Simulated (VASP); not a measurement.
# C (P1) in VASP: further runs

C is run at these levels: PBE+D3(BJ); tasks: single point.

Everything below comes from runs of VASP 6.6.1. Logs are shortened: lines on timing, memory, paths and dates and some standing lists are left out, and cuts for length are marked.

## Step 1: The cell of the first run

The typed cell holds 12 atoms: a = 2.465 Å, b = 2.465 Å, c = 20.606 Å, α = 90.00°, β = 90.00°, γ = 120.00°.

## Step 2: Single point, PBE+D3(BJ) (atom 1 (C) moved +0.025 Å towards its neighbour atom 1 (C) at 2.465 Å)

INCAR reads:

```
PREC = Accurate
ENCUT = 520
EDIFF = 1E-6
ISMEAR = 0
SIGMA = 0.15
LREAL = False
LASPH = True
NELM = 80
ALGO = Fast
ISIF = 2
LWAVE = False
LCHARG = False
GGA = PE
IVDW = 12
NBANDS = 36
```

KPOINTS reads:

```
regular mesh
0
Gamma
  18 18 2
```

POSCAR reads:

```
C
1.0
    2.4648840281      0.0000000000      0.0000000000
   -1.2324420141      2.1346521857      0.0000000000
    0.0000000000      0.0000000000     20.6060947640
C
12
Direct
    0.6565242017      0.3231908683      0.9519899901
    0.6666666667      0.3333333333      0.4520101828
    0.6666666667      0.3333333333      0.7793231472
    0.6666666667      0.3333333333      0.2793433400
    0.0000000000      0.0000000000      0.6156666650
    0.3333333333      0.6666666667      0.2793231472
    0.0000000000      0.0000000000      0.1156666650
    0.6666666667      0.3333333333      0.6156666650
    0.3333333333      0.6666666667      0.7793433400
    0.3333333333      0.6666666667      0.1156666650
    0.3333333333      0.6666666667      0.4519899901
    0.3333333333      0.6666666667      0.9520101828
```

Potentials or basis: VASP PAW PBE potentials, release 64 (C).

Command:

```bash
$ cat potpaw_PBE.64/C/POTCAR > POTCAR
$ mpirun -np 1 vasp_std > vasp.out
```

OUTCAR:

```text
PREC = Accurate
   ENCUT = 520
   EDIFF = 1E-6
   ISMEAR = 0
   LREAL = False
   LASPH = True
   NELM = 80
   ISIF = 2
   GGA = PE
   IVDW = 12
 IVDW          = 12

 ion  position               nearest neighbor table
   1  0.657  0.323  0.952-  12 1.40  12 1.42  12 1.44
   2  0.667  0.333  0.452-  11 1.42  11 1.42  11 1.42
   3  0.667  0.333  0.779-   9 1.42   9 1.42   9 1.42
   4  0.667  0.333  0.279-   6 1.42   6 1.42   6 1.42
   5  0.000  0.000  0.616-   8 1.42   8 1.42   8 1.42
   6  0.333  0.667  0.279-   4 1.42   4 1.42   4 1.42
   7  0.000  0.000  0.116-  10 1.42  10 1.42  10 1.42
   8  0.667  0.333  0.616-   5 1.42   5 1.42   5 1.42
   9  0.333  0.667  0.779-   3 1.42   3 1.42   3 1.42
  10  0.333  0.667  0.116-   7 1.42   7 1.42   7 1.42
  11  0.333  0.667  0.452-   2 1.42   2 1.42   2 1.42
  12  0.333  0.667  0.952-   1 1.40   1 1.42   1 1.44

  LATTYP: Found a hexagonal cell.
 ALAT       =     2.4648840281
 C/A-ratio  =     8.3598638026

  Lattice vectors:

 A1 = (   2.4648840281,   0.0000000000,   0.0000000000)
 A2 = (  -1.2324420141,   2.1346521857,   0.0000000000)
 A3 = (   0.0000000000,   0.0000000000,  20.6060947640)

Analysis of symmetry for initial positions (statically):
=====================================================================
 Subroutine PRICEL returns:
 Original cell was already a primitive cell.

 Routine SETGRP: Setting up the symmetry group for a
 hexagonal supercell.

 Subroutine GETGRP returns: Found  1 space group operations
 (whereof  1 operations were pure point group operations)
 out of a pool of 24 trial point group operations.

The static configuration has the point symmetry C_1 .

Analysis of symmetry for dynamics (positions and initial velocities):
=====================================================================
 Subroutine PRICEL returns:
 Original cell was already a primitive cell.

 Routine SETGRP: Setting up the symmetry group for a
 hexagonal supercell.

 Subroutine GETGRP returns: Found  1 space group operations
 (whereof  1 operations were pure point group operations)
 out of a pool of 24 trial point group operations.

The dynamic configuration has the point symmetry C_1 .

 Subroutine INISYM returns: Found  1 space group operations
 (whereof  1 operations are pure point group operations),
 and found     1 'primitive' translations

----------------------------------------------------------------------------------------

                                     Primitive cell

  volume of cell :     108.4225

  direct lattice vectors                    reciprocal lattice vectors
     2.464884028  0.000000000  0.000000000     0.405698600  0.234230196  0.000000000
    -1.232442014  2.134652186  0.000000000     0.000000000  0.468460392  0.000000000
     0.000000000  0.000000000 20.606094764     0.000000000  0.000000000  0.048529331

  length of vectors
     2.464884028  2.464884028 20.606094764     0.468460392  0.468460392  0.048529331

  position of ions in fractional coordinates (direct lattice)
     0.656524202  0.323190868  0.951989990
     0.666666667  0.333333333  0.452010183
     0.666666667  0.333333333  0.779323147
     0.666666667  0.333333333  0.279343340
     0.000000000  0.000000000  0.615666665
     0.333333333  0.666666667  0.279323147
     0.000000000  0.000000000  0.115666665
     0.666666667  0.333333333  0.615666665
     0.333333333  0.666666667  0.779343340
     0.333333333  0.666666667  0.115666665
     0.333333333  0.666666667  0.451989990
     0.333333333  0.666666667  0.952010183

  ion indices of the primitive-cell ions
   primitive index   ion index
                 1           1
                 2           2
                 3           3
                 4           4
                 5           5
                 6           6
                 7           7
                 8           8
                 9           9
                10          10
                11          11
                12          12

----------------------------------------------------------------------------------------

 KPOINTS: regular mesh

Automatic generation of k-mesh.
 Grid dimensions read from file:
 generate k-points for:   18   18    2

 Generating k-lattice:

  Cartesian coordinates                     Fractional coordinates (reciprocal lattice)
     0.022538811  0.013012789  0.000000000     0.055555556  0.000000000  0.000000000
     0.000000000  0.026025577  0.000000000     0.000000000  0.055555556  0.000000000
     0.000000000  0.000000000  0.024264666     0.000000000  0.000000000  0.500000000

  Length of vectors
     0.026025577  0.026025577  0.024264666

  Shift w.r.t. Gamma in fractional coordinates (k-lattice)
     0.000000000  0.000000000  0.000000000

 Subroutine IBZKPT returns following result:
 ===========================================

 Found    328 irreducible k-points:

 Following reciprocal coordinates:
            Coordinates               Weight
  0.000000  0.000000  0.000000      1.000000
  0.055556 -0.000000  0.000000      2.000000
  0.000000  0.055556  0.000000      2.000000
 -0.055556  0.055556  0.000000      2.000000
  0.111111 -0.000000  0.000000      2.000000
  0.000000  0.111111  0.000000      2.000000
[... 16 lines left out ...]
  0.444444  0.000000  0.000000      2.000000
  0.000000  0.444444  0.000000      2.000000
 [... further k-points ...]
   k-points           NKPTS =    328   k-points in BZ     NKDIM =    328   number of bands    NBANDS=     36
   number of dos      NEDOS =    301   number of ions     NIONS =     12
   total plane-waves  NPLWV =  51840
   dimension x,y,z NGX =    18 NGY =   18 NGZ =  160
   dimension x,y,z NGXF=    36 NGYF=   36 NGZF=  320
   ions per type =              12
   NGX,Y,Z   is equivalent  to a cutoff of  12.14, 12.14, 12.91 a.u.
   NGXF,Y,Z  is equivalent  to a cutoff of  24.28, 24.28, 25.82 a.u.
 SYSTEM =  unknown system
   PREC   = accura    normal or accurate (medium, high low for compatibility)
   ISTART =      0    job   : 0-new  1-cont  2-samecut
   ICHARG =      2    charge: 1-file 2-atom 10-const
   ISPIN  =      1    spin polarized calculation?
   LNONCOLLINEAR =      F non collinear calculations
   LSORBIT =      F    spin-orbit coupling
   LASPH  =      T    aspherical Exc in radial PAW
   ENCUT  =  520.0 eV  38.22 Ry    6.18 a.u.   4.58  4.58 38.31*2*pi/ulx,y,z
   NELM   =     80;   NELMIN=  2; NELMDL= -5     # of ELM steps
   EDIFF  = 0.1E-05   stopping-criterion for ELM
   LREAL  =      F    real-space projection
   EDIFFG = 0.1E-04   stopping-criterion for IOM
   NSW    =      0    number of steps for IOM
   IBRION =     -1    ionic relax: 0-MD 1-quasi-New 2-CG
   NFREE  =      0    steps in history (QN), initial steepest desc. (CG)
   ISIF   =      2    stress and relaxation
   ISYM   =      2    0-nonsym 1-usesym 2-fastsym
   POTIM  = 0.5000    time-step for ionic-motion
   TEBEG  =    0.0;   TEEND  =   0.0 temperature during run
   PSTRESS=    0.0 pullay stress
   NELECT =      48.0000    total number of electrons
   NUPDOWN=      -1.0000    fix difference up-down
   EMIN   =  10.00;   EMAX   =-10.00  energy-range for DOS
   EFERMI =   0.00;   METHOD = LEGACY
   ISMEAR =     0;   SIGMA  =   0.15  broadening in eV -4-tet -1-fermi 0-gaus
   EFERMI_NEDOS =   21; number of points for ismear=-14 and -15
   IALGO  =     68    algorithm
   IMIX   =      4    mixing-type and parameters
     AMIX     =   0.40;   BMIX     =  1.00
     AMIX_MAG =   1.60;   BMIX_MAG =  1.00
  volume/ion in A,a.u.               =       9.04        60.97
  Fermi-wavevector in a.u.,A,eV,Ry     =   1.247715  2.357840 21.181459  1.556793
  Thomas-Fermi vector in A             =   2.381835
   LORBIT       =      0    0 simple, 1 ext, 2 COOP (PROOUT), +10 PAW based schemes
   GGA     = PE    functional components
   LHFCALC =     F    Hartree Fock is set to
   AEXX    =    0.0000 exact exchange contribution
   IVDW    =    12    specifies the selected vdW correction
   LEPSILON=     F    determine dielectric tensor
   LRPA    =     F    only Hartree local field effects (RPA)
 non-spin polarized calculation
 RMM-DIIS sequential band-by-band and
 Gauss-broadening in eV      SIGMA  =   0.15
  energy-cutoff  :      520.00
  volume of cell :      108.42
 maximum number of plane-waves:      2962
   NGX =  9   NGY =  9   NGZ = 77

 number of electron      47.9999987 magnetization

 Free energy of the ion-electron system (eV)
  ---------------------------------------------------
  ext. energy  EPLUGINS =         0.00000000
  ---------------------------------------------------
  free energy    TOTEN  =      -110.53437909 eV

  energy without entropy =     -110.53208434  energy(sigma->0) =     -110.53323172

 E-fermi :   4.4765     XC(G=0): -10.1559

 val. band max:        4.4749354169   @ k =   0.3333   0.3333   0.0000
 cond. band min:       4.4782422547   @ k =   0.3333   0.3333   0.0000
 fundamental gap:      0.0033068378
 Fermi energy:         4.4765308299

 k-point     1 :       0.0000    0.0000    0.0000
  band No.  band energies     occupation
      1     -15.1553      2.00000
      2     -15.1099      2.00000
      3     -15.0780      2.00000
      4     -14.9839      2.00000
      5     -14.9479      2.00000
      6     -14.8989      2.00000
[... 28 lines left out ...]
     35      12.8378      0.00000
     36      12.8455      0.00000

 k-point     2 :       0.0556   -0.0000    0.0000
  band No.  band energies     occupation
      1     -15.0816      2.00000
      2     -15.0365      2.00000
      3     -15.0047      2.00000
      4     -14.9110      2.00000
      5     -14.8752      2.00000
      6     -14.8264      2.00000
[... 28 lines left out ...]
     35      13.1469      0.00000
     36      13.1839      0.00000
[... 817 lines left out ...]
     35      12.0168      0.00000
     36      12.0792      0.00000

 k-point    24 :       0.0000    0.4444    0.0000
  band No.  band energies     occupation
      1     -10.6250      2.00000
      2     -10.5909      2.00000
      3     -10.5704      2.00000
      4     -10.5005      2.00000
      5     -10.4783      2.00000
      6     -10.4424      2.00000
[... 28 lines left out ...]
     35      12.0297      0.00000
     36      12.1008      0.00000

 [... further k-points ...]

------------------------ aborting loop because EDIFF is reached ----------------------------------------

 Edisp (eV)   -1.82531

 E8    (eV) :    -0.5157

  FORCE on cell =-STRESS in cart. coord.  units (eV):
  Direction    XX          YY          ZZ          XY          YZ          ZX
  --------------------------------------------------------------------------------------
  -------------------------------------------------------------------------------------
  Total       0.25280     0.77674    -0.05745    -0.14277    -0.00321    -0.00155
  in kB       3.73570    11.47799    -0.84891    -2.10977    -0.04746    -0.02292
  external pressure =        4.79 kB  Pullay stress =        0.00 kB

 VOLUME and BASIS-vectors are now :
 -----------------------------------------------------------------------------
  energy-cutoff  :      520.00
  volume of cell :      108.42
      direct lattice vectors                 reciprocal lattice vectors
     2.464884028  0.000000000  0.000000000     0.405698600  0.234230196  0.000000000
    -1.232442014  2.134652186  0.000000000     0.000000000  0.468460392  0.000000000
     0.000000000  0.000000000 20.606094764     0.000000000  0.000000000  0.048529331

 POSITION                                       TOTAL-FORCE (eV/Angst)
 -----------------------------------------------------------------------------------
      1.21994      0.68990     19.61680         0.637133      1.183989     -0.000026
      1.23244      0.71155      9.31416         0.000005      0.000004     -0.000291
      1.23244      0.71155     16.05881         0.006071      0.011147     -0.000184
      1.23244      0.71155      5.75618        -0.000038     -0.000074      0.000256
      0.00000      0.00000     12.68649        -0.000044     -0.000096     -0.000021
     -0.00000      1.42310      5.75576         0.000051      0.000092     -0.000078
      0.00000      0.00000      2.38344         0.000377      0.001247     -0.000069
      1.23244      0.71155     12.68649         0.000047      0.000086      0.000245
     -0.00000      1.42310     16.05922        -0.005805     -0.010677      0.000023
     -0.00000      1.42310      2.38344        -0.000512     -0.001642      0.000484
     -0.00000      1.42310      9.31375         0.000005      0.000007     -0.000077
     -0.00000      1.42310     19.61721        -0.637290     -1.184081     -0.000262
 -----------------------------------------------------------------------------------
    total drift:                               -0.000064     -0.000080     -0.000036

  FREE ENERGIE OF THE ION-ELECTRON SYSTEM (eV)
  ---------------------------------------------------
  free  energy   TOTEN  =      -112.3596906947 eV

  energy  without entropy=     -112.3573959540  energy(sigma->0) =     -112.35854332
```

Run time: 57 min. Hardware: 1 thread of Oxide Virtual Turin-like, shared host; peak memory 0.8 GiB.

What came out:

| Quantity | Value |
| --- | --- |
| Free energy | -112.3597 eV |
| Pressure | 0.5 GPa |
| Largest force | 1.345 eV/Å |
| Band gap on the k mesh | zero (filled and empty bands touch) |
| Dispersion energy per atom | -0.152 eV |

Forces on the atoms (eV/Å):
```
C    0.637  1.184  0.000
C    0.000  0.000  0.000
C    0.006  0.011  0.000
C    0.000  0.000  0.000
C    0.000  0.000  0.000
C    0.000  0.000  0.000
C    0.000  0.001  0.000
C    0.000  0.000  0.000
C   -0.006 -0.011  0.000
C   -0.001 -0.002  0.000
C    0.000  0.000  0.000
C   -0.637 -1.184  0.000
```

Caveat: the cell differs from its parent crystal (atom 1 (C) moved +0.025 Å towards its neighbour atom 1 (C) at 2.465 Å); forces of over 1 eV/Å act on the atoms, so gaps and moduli don't describe the material at rest.

## Step 3: Single point, PBE+D3(BJ) (atom 1 (C) moved +0.062 Å towards its neighbour atom 1 (C) at 2.465 Å)

Edit INCAR of step 2 so:

```diff
@@ -7,3 +7,3 @@
 LASPH = True
-NELM = 80
+NELM = 60
 ALGO = Fast
```

KPOINTS is that of step 2.

Edit POSCAR of step 2 so:

```diff
@@ -8,3 +8,3 @@
 Direct
-    0.6565242017      0.3231908683      0.9519899901
+    0.6413105042      0.3079771708      0.9519899901
     0.6666666667      0.3333333333      0.4520101828
```

Potentials or basis: VASP PAW PBE potentials, release 64 (C).

Command:

```bash
$ cat potpaw_PBE.64/C/POTCAR > POTCAR
$ mpirun -np 1 vasp_std > vasp.out
```

Wall time 49 min (1 thread of Oxide Virtual Turin-like, shared host); peak memory 0.81 GiB.

Results (log left out):

```
Free energy                : -112.2713 eV
Pressure                   : 0.7 GPa
Largest force              : 3.382 eV/Å
Band gap on the k mesh     : zero (filled and empty bands touch)
Dispersion energy per atom : -0.152 eV
```

Forces in eV/Å, atoms in the order of the input:
```
C    1.468  3.047  0.000
C    0.000  0.000 -0.001
C    0.010  0.021 -0.001
C    0.000  0.000  0.000
C    0.000  0.000  0.000
C    0.000  0.000 -0.001
C    0.000  0.003  0.000
C    0.000  0.000  0.001
C   -0.009 -0.020  0.000
C   -0.001 -0.005  0.002
C    0.000  0.000  0.000
C   -1.469 -3.047 -0.001
```

Stress tensor (GPa, compression positive):
```
 0.11 -0.51 -0.01
-0.51  2.13 -0.01
-0.01 -0.01 -0.08
```

Levels at points of the mesh, in eV from the Fermi level:
```tsv
k point	band 20	band 21	band 22	band 23	band 24	band 25	band 26	band 27	band 28	band 29
(0.00, 0.00, 0.00)	-3.01	-3.01	-3.00	-3.00	-2.04	4.10	5.15	5.44	7.13	8.32
(0.50, 0.00, 0.00)	-2.68	-2.55	-2.27	-2.17	-2.01	1.33	1.48	1.64	1.89	2.11
(0.00, 0.50, 0.00)	-2.56	-2.48	-2.23	-2.04	-1.80	0.95	1.33	1.59	1.81	1.92
(0.50, 0.50, 0.00)	-2.61	-2.54	-2.24	-2.10	-1.99	1.32	1.36	1.61	1.88	2.01
(0.00, 0.00, 0.50)	-3.01	-3.01	-3.00	-3.00	-2.04	4.41	4.41	6.57	7.13	8.23
(0.50, 0.00, 0.50)	-2.72	-2.45	-2.38	-2.11	-2.02	1.33	1.47	1.71	1.80	2.15
(0.00, 0.50, 0.50)	-2.63	-2.38	-2.30	-2.02	-1.80	0.95	1.33	1.63	1.72	2.00
(0.50, 0.50, 0.50)	-2.72	-2.38	-2.38	-2.03	-2.02	1.33	1.34	1.71	1.72	2.15
```

Caveat: the cell differs from its parent crystal (atom 1 (C) moved +0.062 Å towards its neighbour atom 1 (C) at 2.465 Å); forces of over 1 eV/Å act on the atoms, so gaps and moduli don't describe the material at rest.
